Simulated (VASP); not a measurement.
Input of a VASP 6.6.1 run:

INCAR

```
SYSTEM = In5GaAs6
  PREC = Accurate
  ENCUT = 600
  EDIFF = 1E-7
  ISMEAR = 0
  SIGMA = 0.1
  LREAL = .False.
  LASPH = .True.
  NELM = 100
  ALGO = Normal
  ISIF = 3
  LWAVE = .False.
  LCHARG = .False.
  GGA = PE
  IBRION = 2
  NSW = 90
  EDIFFG = -0.04
```

File KPOINTS:

```
regular mesh
0
Gamma
  4 4 1
  0 0 0
```

The input POSCAR:

```
In5GaAs6
1.0
    4.0854681200      0.0000000000      0.0000000000
    0.0000000000      4.0854681200      0.0000000000
    0.0000000000      0.0000000000     17.3331732800
In Ga As
5 1 6
Direct
    0.5000000000      0.5000000000      0.1666666700
    0.0000000000      0.0000000000      0.3333333300
    0.5000000000      0.5000000000      0.5000000000
    0.0000000000      0.0000000000      0.6666666700
    0.5000000000      0.5000000000      0.8333333300
    0.0000000000      0.0000000000      0.0000000000
    0.5000000000      0.0000000000      0.2500000000
    0.0000000000      0.5000000000      0.4166666700
    0.5000000000      0.0000000000      0.5833333300
    0.0000000000      0.5000000000      0.7500000000
    0.5000000000      0.0000000000      0.9166666700
    0.0000000000      0.5000000000      0.0833333300
```

Potentials or basis: VASP PAW PBE potentials, release 64 (In_d, Ga_d, As).

Command:

```sh
$ cat potpaw_PBE.64/In_d/POTCAR potpaw_PBE.64/Ga_d/POTCAR potpaw_PBE.64/As/POTCAR > POTCAR
$ mpirun -np 1 vasp_std > vasp.out
```

Q: Predict the relaxed volume.

A: 28.75 Å³/atom.

Q: Estimate the space group after relaxing (to 0.05 Å).

A: P-4m2 (No. 115).

Final structure:
```yaml
crystal:
  lattice:
    - [4.35773, 0.00000, 0.00000]
    - [0.00000, 4.35773, 0.00000]
    - [0.00000, 0.00000, 18.16530]
  atoms:
    - { symbol: In, position: [0.50000, 0.50000, 0.15885] }
    - { symbol: In, position: [0.00000, 0.00000, 0.32953] }
    - { symbol: In, position: [0.50000, 0.50000, 0.50000] }
    - { symbol: In, position: [0.00000, 0.00000, 0.67047] }
    - { symbol: In, position: [0.50000, 0.50000, 0.84115] }
    - { symbol: Ga, position: [0.00000, 0.00000, 0.00000] }
    - { symbol: As, position: [0.50000, 0.00000, 0.24426] }
    - { symbol: As, position: [0.00000, 0.50000, 0.41480] }
    - { symbol: As, position: [0.50000, 0.00000, 0.58520] }
    - { symbol: As, position: [0.00000, 0.50000, 0.75574] }
    - { symbol: As, position: [0.50000, 0.00000, 0.92685] }
    - { symbol: As, position: [0.00000, 0.50000, 0.07315] }
```

Caveat: the k points lie up to 0.36 Å⁻¹ apart in the final cell; the volume moved by over 15 % at a fixed basis, so the end points are rough.
